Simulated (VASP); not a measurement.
# BN (Cm) in VASP: single point with HSE06

Aim: the single point of BN with HSE06.

All numbers are computed with VASP 6.6.1; they aren't measurements. Logs are shortened: lines on timing, memory, paths and dates and some standing lists are left out, and cuts for length are marked.

## Step 1: The cell of the first run

The typed cell holds 2 atoms: a = 2.500 Å, b = 2.500 Å, c = 3.558 Å, α = 90.07°, β = 110.49°, γ = 120.00°.

## Step 2: Single point, HSE06

The input, POSCAR:

```
BN
1.0
    2.4882474397      0.0027782320     -0.2444864326
   -1.2344750660      2.1604234412      0.2445297637
   -0.9249797325     -0.9087842203      3.3134103186
B N
1 1
Direct
    0.9910320811      0.9914197586     -0.0061621998
    0.6571169189      0.3244642414      0.9929671998
```

The input, INCAR.step1:

```
PREC     = Accurate       # precision mode
ENCUT    = 520            # plane-wave cutoff, eV
EDIFF    = 1E-5           # SCF threshold, eV
ISMEAR   = 0              # smearing method
SIGMA    = 0.05           # smearing width, eV
LREAL    = False          # projectors in reciprocal space
LASPH    = True           # aspherical terms in the spheres
NELM     = 120            # most SCF steps
ALGO     = Normal         # electronic algorithm
ISIF     = 2              # what is computed and relaxed
LWAVE    = True           # write WAVECAR
GGA      = PE             # functional
NBANDS   = 11             # bands
GGA_COMPAT= False
```

The input, INCAR.step2:

```
PREC     = Accurate       # precision mode
ENCUT    = 520            # plane-wave cutoff, eV
EDIFF    = 1E-6           # SCF threshold, eV
ISMEAR   = 0              # smearing method
SIGMA    = 0.05           # smearing width, eV
LREAL    = False          # projectors in reciprocal space
LASPH    = True           # aspherical terms in the spheres
NELM     = 120            # most SCF steps
ALGO     = Normal         # electronic algorithm
ISIF     = 2              # what is computed and relaxed
LWAVE    = False          # write WAVECAR
LCHARG   = True           # write CHGCAR
GGA      = PE             # functional
LHFCALC  = True           # exact exchange
HFSCREEN = 0.2079         # screening, 1/A
PRECFOCK = Normal       
LELF     = True           # ELF
LVHAR    = True         
ISTART   = 1            
NBANDS   = 11             # bands
GGA_COMPAT= False
```

The input, KPOINTS:

```
Automatic mesh
0
Gamma
  6 6 6
```

Potentials or basis: VASP PAW PBE potentials, release 64 (B, N).

The run is started by

```
> cat potpaw_PBE.64/B/POTCAR potpaw_PBE.64/N/POTCAR > POTCAR
> cp INCAR.step1 INCAR
> mpirun -np 1 vasp_std > vasp.out
> cp INCAR.step2 INCAR
> mpirun -np 1 vasp_std > vasp.out
```

OUTCAR:

```text
PREC = Accurate
   ENCUT = 520
   EDIFF = 1E-6
   ISMEAR = 0
   LREAL = False
   LASPH = True
   NELM = 120
   ISIF = 2
   GGA = PE
   LHFCALC = True
   HFSCREEN = 0.2079
   PRECFOCK = Normal
   ISTART = 1

 ion  position               nearest neighbor table
   1  0.991  0.991  0.994-   2 1.44   2 1.44   2 1.44
   2  0.657  0.324  0.993-   1 1.44   1 1.44   1 1.44

  LATTYP: Found a triclinic cell.
 ALAT       =     2.5002773138
 B/A-ratio  =     0.9999813074
 C/A-ratio  =     1.4230871232
 COS(alpha) =     0.0012664957
 COS(beta)  =     0.3513219323
 COS(gamma) =     0.5000090492

  Lattice vectors:

 A1 = (  -1.2537723737,  -2.1632016732,  -0.0000433311)
 A2 = (   1.2344750660,  -2.1604234412,  -0.2445297637)
 A3 = (  -0.9249797325,  -0.9087842203,   3.3134103186)

Analysis of symmetry for initial positions (statically):
=====================================================================
 Subroutine PRICEL returns:
 Original cell was already a primitive cell.

 Routine SETGRP: Setting up the symmetry group for a
 triclinic supercell.

 Subroutine GETGRP returns: Found  1 space group operations
 (whereof  1 operations were pure point group operations)
 out of a pool of  2 trial point group operations.

The static configuration has the point symmetry C_1 .

Analysis of symmetry for dynamics (positions and initial velocities):
=====================================================================
 Subroutine PRICEL returns:
 Original cell was already a primitive cell.

 Routine SETGRP: Setting up the symmetry group for a
 triclinic supercell.

 Subroutine GETGRP returns: Found  1 space group operations
 (whereof  1 operations were pure point group operations)
 out of a pool of  2 trial point group operations.

The dynamic configuration has the point symmetry C_1 .

 Subroutine INISYM returns: Found  1 space group operations
 (whereof  1 operations are pure point group operations),
 and found     1 'primitive' translations

----------------------------------------------------------------------------------------

                                     Primitive cell

  volume of cell :      17.6126

  direct lattice vectors                    reciprocal lattice vectors
     2.488247440  0.002778232 -0.244486433     0.419051255  0.219395835  0.177158074
    -1.234475066  2.160423441  0.244529764     0.012092459  0.455266499  0.128243788
    -0.924979732 -0.908784220  3.313410319     0.030028089 -0.017410130  0.305411412

[... 100 lines left out ...]
   IALGO  =     38    algorithm
   IMIX   =      1    mixing-type and parameters
     AMIX     =   0.40;   BMIX     =  1.00
     AMIX_MAG =   1.60;   BMIX_MAG =  1.00
  volume/ion in A,a.u.               =       8.81        59.43
  Fermi-wavevector in a.u.,A,eV,Ry     =   1.258433  2.378094 21.546916  1.583654
  Thomas-Fermi vector in A             =   2.392043
   LORBIT       =      0    0 simple, 1 ext, 2 COOP (PROOUT), +10 PAW based schemes
   GGA     = PE    functional components
   LHFCALC =     T    Hartree Fock is set to
   PRECFOCK=normal    Normal, Fast or Accurate (Low or Medium for compatibility)
   ENCUT4O =  -1.0   cutoff for four orbital integrals eV
   NKREDX  =     1    reduce k-point grid by
   NKREDY  =     1    reduce k-point grid by
   NKREDZ  =     1    reduce k-point grid by
   AEXX    =    0.2500 exact exchange contribution
   HFSCREEN=    0.2079 screening length (either q_TF or 0.3 A-1)
   HFSCREENC=   0.2079 screening length for correlation (either q_TF or 0.3 A-1)
   ENCUTFOCK=  -1.0 apply spherical cutoff to Coloumb kernel
   IVDW    =     0    specifies the selected vdW correction
   LEPSILON=     F    determine dielectric tensor
   LRPA    =     F    only Hartree local field effects (RPA)
 non-spin polarized calculation
 Gauss-broadening in eV      SIGMA  =   0.05
  energy-cutoff  :      520.00
  volume of cell :       17.61
 maximum number of plane-waves:       499
 NGX is ok and might be reduce to    20
  NGX = 14; NGY = 14; NGZ = 20

 number of electron       8.0000000 magnetization

 Free energy of the ion-electron system (eV)
  ---------------------------------------------------
  ext. energy  EPLUGINS =         0.00000000
  ---------------------------------------------------
  free energy    TOTEN  =       -20.38375852 eV

  energy without entropy =      -20.38375852  energy(sigma->0) =      -20.38375852

 E-fermi :   1.8481     XC(G=0):  -8.4425

 val. band max:        1.6137739438   @ k =   0.3333   0.3333  -0.0000
 cond. band min:       7.0909754370   @ k =   0.5000   0.5000   0.5000
 fundamental gap:      5.4772014932
 Fermi energy:         1.8480980573

 k-point     1 :       0.0000    0.0000    0.0000
  band No.  band energies     occupation
      1     -18.0127      2.00000
      2      -2.7539      2.00000
      3       0.1058      2.00000
      4       0.1058      2.00000
      5       8.2017      0.00000
      6      15.0974      0.00000
      7      15.0986      0.00000
      8      17.1102      0.00000
      9      18.4496      0.00000
     10      29.4905      0.00000
     11      32.3209      0.00000
[... 309 lines left out ...]
 k-point    24 :       0.3333    0.3333    0.3333
  band No.  band energies     occupation
      1     -13.8477      2.00000
      2      -7.0312      2.00000
      3      -6.3146      2.00000
      4       1.6137      2.00000
      5       7.7208      0.00000
      6      15.4614      0.00000
      7      16.9328      0.00000
      8      20.0030      0.00000
      9      22.0883      0.00000
     10      23.8662      0.00000
     11      25.7648      0.00000

 [... further k-points ...]

------------------------ aborting loop because EDIFF is reached ----------------------------------------

  FORCE on cell =-STRESS in cart. coord.  units (eV):
  Direction    XX          YY          ZZ          XY          YZ          ZX
  --------------------------------------------------------------------------------------
  -------------------------------------------------------------------------------------
  Total       -0.2001809     -0.2035963      0.3167334     -0.0030936     -0.0291495      0.0502689
  in kB      -18.2099591    -18.5206519     28.8124552     -0.2814172     -2.6516592      4.5728412
  external PRESSURE =      -2.6393853 kB  Pullay stress =       0.0000000 kB

 VOLUME and BASIS-vectors are now :
 -----------------------------------------------------------------------------
  energy-cutoff  :      520.00
  volume of cell :       17.61
      direct lattice vectors                 reciprocal lattice vectors
     2.488247440  0.002778232 -0.244486433     0.419051255  0.219395835  0.177158074
    -1.234475066  2.160423441  0.244529764     0.012092459  0.455266499  0.128243788
    -0.924979732 -0.908784220  3.313410319     0.030028089 -0.017410130  0.305411412

 POSITION                                       TOTAL-FORCE (eV/Angst)
 -----------------------------------------------------------------------------------
      0.32277      1.24146      3.29313         0.000403     -0.000171      0.003010
      0.31605     -0.19959      3.20879        -0.000403      0.000171     -0.003010
 -----------------------------------------------------------------------------------
    total drift:                               -0.000116     -0.000061     -0.000004

  FREE ENERGIE OF THE ION-ELECTRON SYSTEM (eV)
  ---------------------------------------------------
  free  energy   TOTEN  =       -20.3837585211 eV

  energy  without entropy=      -20.3837585211  energy(sigma->0) =      -20.38375852
```

OUTCAR.step1:

```text
PREC = Accurate
   ENCUT = 520
   EDIFF = 1E-5
   ISMEAR = 0
   LREAL = False
[... 564 lines left out ...]
      0.32277      1.24146      3.29313         0.000755     -0.000377      0.006530
      0.31605     -0.19959      3.20879        -0.000755      0.000377     -0.006530
 -----------------------------------------------------------------------------------
    total drift:                               -0.000120     -0.000056     -0.000022

  FREE ENERGIE OF THE ION-ELECTRON SYSTEM (eV)
  ---------------------------------------------------
  free  energy   TOTEN  =       -17.5676485312 eV

  energy  without entropy=      -17.5676485312  energy(sigma->0) =      -17.56764853
```

Wall time 46 min (1 thread of Intel Xeon 8259CL, shared host); peak memory 0.25 GiB.

Results:

```yaml
Free_energy: -20.3838 eV
Pressure: -0.3 GPa
Largest_force: 0.003 eV/Å
Band_gap_on_the_k_mesh: 5.48 eV (least direct gap 6.10 eV)
```

Forces in eV/Å, atoms in the order of the input:
```
B    0.000  0.000  0.003
N    0.000  0.000 -0.003
```

Caveat: the k points lie up to 0.50 Å⁻¹ apart; the PAW data sets were made with another functional, which shifts forces and pressure a little; this functional lacks dispersion, which binds the layers, so the pressure and a relaxed spacing across them are unreliable.
